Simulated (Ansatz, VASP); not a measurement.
**SnSe2: VASP beside Ansatz**

File INCAR:

```
ALGO = Normal ; EDIFF = 1E-6
ENCUT = 520 ; GGA = PS
ISIF = 2 ; ISMEAR = 0
IVDW = 12 ; LASPH = True
LCHARG = True ; LELF = True
LREAL = False ; LVHAR = True
LWAVE = False ; NBANDS = 20
NELM = 100 ; PREC = Accurate
SIGMA = 0.05
```

KPOINTS

```
k-points
0
Gamma
  12 12 6
```

The input POSCAR:

```
SnSe2
1.0
    4.1158786841      0.0000000000      0.0000000000
   -2.0579393420      3.5644554993      0.0000000000
    0.0000000000      0.0000000000      6.6279600000
Sn Se
1 2
Direct
    0.0000000000      0.0000000000      0.0000000000
    0.3333333333      0.6666666667      0.2500000000
    0.6666666667      0.3333333333      0.7500000000
```

Input for Ansatz:

```yaml
crystal:
  lattice:
    - [4.1158786841, 0.0, 0.0]
    - [-2.057939342, 3.5644554993, 0.0]
    - [0.0, 0.0, 6.62796]
  atoms:
    - { symbol: Sn, position: [0.0, 0.0, 0.0] }
    - { symbol: Se, position: [0.3333333333, 0.6666666667, 0.25] }
    - { symbol: Se, position: [0.6666666667, 0.3333333333, 0.75] }
basis:
  ecutwfc: 420
kpoints:
  mp_grid: { grid: [12, 12, 6] }
hamiltonian:
  xc: pbesol
  dispersion: d3bj
scf:
  occupations: { method: gaussian, width: 0.05 }
output:
  forces: true
  stress: true
  eigenvalues: true
  write_density: true
  write_potential: true
  elf: true
  volumetric_format: npy
```

Change from the starting cell: strain +0.080 along x and y, +0.080 along z, atoms carried along.

Alike in both runs: task single point; functional PBEsol; dispersion D3(BJ); k mesh 12 × 12 × 6; occupations gaussian, width 0.05 eV; no spin polarisation.

```csv
,VASP,Ansatz
version,VASP 6.6.1,Ansatz 0.2.0
potentials or method,"VASP PAW PBE potentials, release 64 (Sn_d, Se), cutoff 520 eV","scalar-relativistic, plane waves, PAW"
valence electrons in the cell,26,46
```

VASP gave:

| Property | Result |
| --- | --- |
| gap on the k mesh at the Fermi level (eV) | 0.21 |
| least direct gap on the mesh (eV) | 0.33 |
| pressure (GPa) | -9.2 |
| traceless stress, the component that is largest in VASP (GPa) | 1.10 |
| rms of the force components (eV/Å) | 0.481 |

What did Ansatz give for the same quantities?

gap on the k mesh at the Fermi level (eV): 0.22; least direct gap on the mesh (eV): 0.34; pressure (GPa): -9.3; traceless stress, the component that is largest in VASP (GPa): 1.10; rms of the force components (eV/Å): 0.485.

VASP's potentials were made for PBE, not for PBEsol. Atom by atom the forces differ by 0.004 eV/Å (rms over components). VASP's potentials hold 26 valence electrons a cell and Ansatz's 46, so a difference there can come from the potentials and not from the codes.
